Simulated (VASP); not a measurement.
# CuAu (P4/mmm) in VASP: notebook, part 2 of 2

VASP 6.6.1. The steps go on from the part before.

### Step 4. Electric field gradients, PBEsol (volume scaled by 1.04)

The input, INCAR:

```
  ALGO = Normal
  EDIFF = 1E-8
  ENCUT = 520
  GGA = PS
  ISIF = 2
  ISMEAR = -1
  LASPH = True
  LCHARG = False
  LEFG = True
  LREAL = False
  LWAVE = False
  NBANDS = 18
  NELM = 80
  PREC = Accurate
  SIGMA = 0.05
```

The input, KPOINTS:

```
k-points
0
Gamma
  13 13 10
```

The input, POSCAR:

```
CuAu
1.0
    2.8368463307      0.0000000000      0.0000000000
    0.0000000000      2.8368463307      0.0000000000
    0.0000000000      0.0000000000      3.7182950120
Cu Au
1 1
Direct
    0.5000000000      0.5000000000      0.5000000000
    0.0000000000      0.0000000000      0.0000000000
```

Potentials or basis: VASP PAW PBE potentials, release 64 (Cu, Au).

Started as:

```
$ cat potpaw_PBE.64/Cu/POTCAR potpaw_PBE.64/Au/POTCAR > POTCAR
$ mpirun -np 1 vasp_std > vasp.out
```

OUTCAR:

```text
EDIFF = 1E-8
   ENCUT = 520
   GGA = PS
   ISIF = 2
   ISMEAR = -1
   LASPH = True
   LREAL = False
   NELM = 80
   PREC = Accurate

 ion  position               nearest neighbor table
   1  0.500  0.500  0.500-   2 2.74   2 2.74   2 2.74   2 2.74   2 2.74   2 2.74   2 2.74   2 2.74

   2  0.000  0.000  0.000-   1 2.74   1 2.74   1 2.74   1 2.74   1 2.74   1 2.74   1 2.74   1 2.74

  LATTYP: Found a simple tetragonal cell.
 ALAT       =     2.8368463307
 C/A-ratio  =     1.3107142857

  Lattice vectors:

 A1 = (   2.8368463307,   0.0000000000,   0.0000000000)
[... 717 lines left out ...]
  ---------------------------------------------------
  free  energy   TOTEN  =        -8.3219695457 eV

  energy  without entropy=       -8.3174190993  energy(sigma->0) =       -8.31969432

 Electric field gradients (V/A^2)
---------------------------------------------------------------------
 ion       V_xx      V_yy      V_zz      V_xy      V_xz      V_yz
---------------------------------------------------------------------
   1       6.398     6.398   -12.795    -0.000    -0.000    -0.000
   2     -35.732   -35.732    71.465     0.000    -0.000     0.000
---------------------------------------------------------------------

 Electric field gradients after diagonalization (V/A^2)
 (convention: |V_zz| > |V_xx| > |V_yy|)
----------------------------------------------------------------------
 ion       V_xx      V_yy      V_zz     asymmetry (V_yy - V_xx)/ V_zz
----------------------------------------------------------------------
   1       6.398     6.398   -12.795       0.000
   2     -35.732   -35.732    71.465       0.000
----------------------------------------------------------------------

           NMR quadrupolar parameters

 Cq : quadrupolar parameter    Cq=e*Q*V_zz/h
 eta: asymmetry parameters     (V_yy - V_xx)/ V_zz
 Q  : nuclear electric quadrupole moment in mb (millibarn)
----------------------------------------------------------------------
 ion       Cq(MHz)       eta       Q (mb)
----------------------------------------------------------------------
   1      -0.031       0.000       1.000
   2       0.173       0.000       1.000
----------------------------------------------------------------------
```

OSZICAR:

```text
N       E                     dE             d eps       ncg     rms          rms(c)
DAV:   1     0.128759969670E+03    0.12876E+03   -0.10993E+04  6566   0.171E+03
DAV:   2    -0.405771690066E+01   -0.13282E+03   -0.12458E+03  6124   0.298E+02
DAV:   3    -0.944971098912E+01   -0.53920E+01   -0.52615E+01  7042   0.698E+01
DAV:   4    -0.952833856102E+01   -0.78628E-01   -0.78563E-01  7504   0.704E+00
DAV:   5    -0.953037836346E+01   -0.20398E-02   -0.20397E-02  7854   0.116E+00    0.118E+01
DAV:   6    -0.899311256257E+01    0.53727E+00   -0.10049E+01  6510   0.841E+01    0.595E+00
DAV:   7    -0.837216483170E+01    0.62095E+00   -0.33263E+00  7614   0.869E+01    0.540E+00
DAV:   8    -0.832968396240E+01    0.42481E-01   -0.20995E-01  9026   0.943E+00    0.266E+00
DAV:   9    -0.832234831110E+01    0.73357E-02   -0.11623E-02  9224   0.192E+00    0.170E-01
DAV:  10    -0.832197734626E+01    0.37096E-03   -0.20757E-03  8132   0.851E-01    0.543E-02
DAV:  11    -0.832197395015E+01    0.33961E-05   -0.67964E-05  7924   0.819E-02    0.399E-02
DAV:  12    -0.832196968786E+01    0.42623E-05   -0.10788E-05  8238   0.105E-01    0.437E-03
DAV:  13    -0.832196955809E+01    0.12976E-06   -0.87652E-07  9172   0.188E-02    0.186E-03
DAV:  14    -0.832196953781E+01    0.20283E-07   -0.44648E-08  7096   0.278E-03    0.294E-04
DAV:  15    -0.832196954574E+01   -0.79331E-08   -0.11688E-09  3434   0.333E-04
   1 F= -.83219695E+01 E0= -.83196943E+01  d E =-.455045E-02
```

stdout:

```text
POSCAR found type information on POSCAR CuAu
 POSCAR found :  2 types and       2 ions
 scaLAPACK will be used
 -----------------------------------------------------------------------------
|                                                                             |
|                                                                             |
|     You enforced a specific xc type in the INCAR file but a different       |
|     I HOPE YOU KNOW WHAT YOU ARE DOING!                                     |
|                                                                             |
 -----------------------------------------------------------------------------

 LDA part: xc-table for (Slater+PW92), standard interpolation
 POSCAR, INCAR and KPOINTS ok, starting setup
 FFT: planning ... GRIDC
 FFT: planning ... GRID_SOFT
 FFT: planning ... GRID
 WAVECAR not read
 entering main loop
ion   1

ion   2
```

Run time: 56 s. Hardware: 1 thread of Intel Xeon 6975P-C, shared host; peak memory 0.22 GiB.

What came out:

- Free energy: -8.3220 eV
- Pressure: -7.6 GPa
- Band gap on the k mesh: zero (band 11 reaches 12.43 eV, above the bottom of band 12 at 6.24 eV)

Stress tensor (GPa, compression positive):
```
-7.81  0.00  0.00
 0.00 -7.81  0.00
 0.00  0.00 -7.12
```

Electric field gradients, principal values (V/Å²):
```csv
atom,least,middle,greatest (by size)
1 Cu,6.398,6.398,-12.795
2 Au,-35.732,-35.732,71.465
```

Caveat: without QUAD_EFG the Cq values of the log hold for a quadrupole moment of 1 mb, not for the nuclei; the PAW data sets were made with another functional, which shifts forces and pressure a little; spin-orbit coupling is left out, which moves the levels of the heavy elements.
